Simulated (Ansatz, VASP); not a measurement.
**One calculation of C, two programs**

The input INCAR:

```
SYSTEM = C
ALGO = Normal
EDIFF = 1E-6
ENCUT = 520
GGA = PS
ISIF = 2
ISMEAR = 0
IVDW = 12
LASPH = .True.
LCHARG = .False.
LREAL = .False.
LWAVE = .False.
NBANDS = 11
NELM = 80
PREC = Accurate
SIGMA = 0.05
```

Contents of KPOINTS:

```
k-points
0
Gamma
  15 15 15
  0 0 0
```

File POSCAR:

```
C
1.0
    1.2085210405      0.6977399481      3.2281429160
   -1.2085210405      0.6977399481      3.2281429160
    0.0000000000     -1.3954798961      3.2281429160
C
2
Direct
    0.1421744425      0.1909927899      0.1665836162
    0.8578255575      0.8090072101      0.8334163838
```

Input for Ansatz:

```yaml
crystal:
  lattice:
    - [1.2085210405, 0.6977399481, 3.228142916]
    - [-1.2085210405, 0.6977399481, 3.228142916]
    - [0.0, -1.3954798961, 3.228142916]
  atoms:
    - { symbol: C, position: [0.1421744425, 0.1909927899, 0.1665836162] }
    - { symbol: C, position: [0.8578255575, 0.8090072101, 0.8334163838] }
basis:
  ecutwfc: 520.0
kpoints:
  mp_grid: { grid: [15, 15, 15] }
hamiltonian:
  xc: pbesol
  pseudopotentials: { kind: paw, azcp: { folder: soft_1 } }
  dispersion: d3bj
scf:
  occupations: { method: gaussian, width: 0.05 }
output:
  forces: true
  stress: true
  eigenvalues: true
```

Change from the starting cell: mode 5 frozen in at -0.060 Å, equal normal strain along x, y and z -0.0167.

Alike in both runs: task single point; functional PBEsol; dispersion D3(BJ); k mesh 15 × 15 × 15; occupations gaussian, width 0.05 eV; no spin polarisation.

|  | VASP | Ansatz |
| --- | --- | --- |
| version | VASP 6.6.1 | Ansatz 0.2.0 |
| potentials or method | VASP PAW PBE potentials, release 64 (C), cutoff 520 eV | scalar-relativistic, plane waves, PAW |
| valence electrons in the cell | 8 | 8 |

```tsv
	VASP	Ansatz	Ansatz less VASP
gap on the k mesh at the Fermi level (eV)	0.09	0.09	0.000
least direct gap on the mesh (eV)	0.22	0.22	-0.001
pressure (GPa)	25.2	24.5	-0.72
traceless stress, the component that is largest in VASP (GPa)	-24.67	-23.84	+0.823
rms of the force components (eV/Å)	4.312	4.302	-0.0101
```

VASP's potentials were made for PBE, not for PBEsol, and Ansatz warns of the same on its side. Atom by atom the forces differ by 0.011 eV/Å (rms over components).
